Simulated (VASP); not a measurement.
The system is TiSn.

```xyz
2
Lattice="0.0000 2.8005 2.8005 2.8005 0.0000 2.8005 2.8005 2.8005 0.0000" Properties=species:S:1:pos:R:3 pbc="T T T"
Ti    0.0000    0.0000    0.0000
Sn    2.8005    2.8005    2.8005
```

| Item | Value |
| --- | --- |
| Program | VASP 6.6.1 |
| Task | relaxation of cell and atoms |
| Functional | PBE |
| Dispersion | D3(BJ) |
| Potentials or basis | VASP PAW PBE potentials, release 64 (Ti_sv, Sn_d) |
| Cutoff | 600 eV |
| k mesh | 8 × 8 × 8 |
| Occupations | fermi-dirac, width 0.05 eV |
| Spin | no spin polarisation |

At the start: pressure -3.5 GPa; volume 21.96 Å³/atom.

Question: Where does the relaxation end?

Answer: Over 3 steps the energy falls by 10.0 meV/atom and the volume is 21.08 Å³/atom (-4.0 %); space group Fm-3m (No. 225, to 0.1 Å) before and after.

The path:
| step | energy change (eV) | largest force (eV/Å) | pressure (GPa) | volume (Å³) |
| --- | --- | --- | --- | --- |
| 1 | 0.0000 | 0.0000 | -3.45 | 43.93 |
| 2 | -0.0103 | 0.0000 | 2.72 | 40.99 |
| 3 | -0.0200 | 0.0000 | 0.02 | 42.15 |

Final structure:
```yaml
crystal:
  lattice:
    - [0.00000, 2.76225, 2.76225]
    - [2.76225, 0.00000, 2.76225]
    - [2.76225, 2.76225, 0.00000]
  atoms:
    - { symbol: Ti, position: [0.00000, 0.00000, 0.00000] }
    - { symbol: Sn, position: [0.50000, 0.50000, 0.50000] }
```
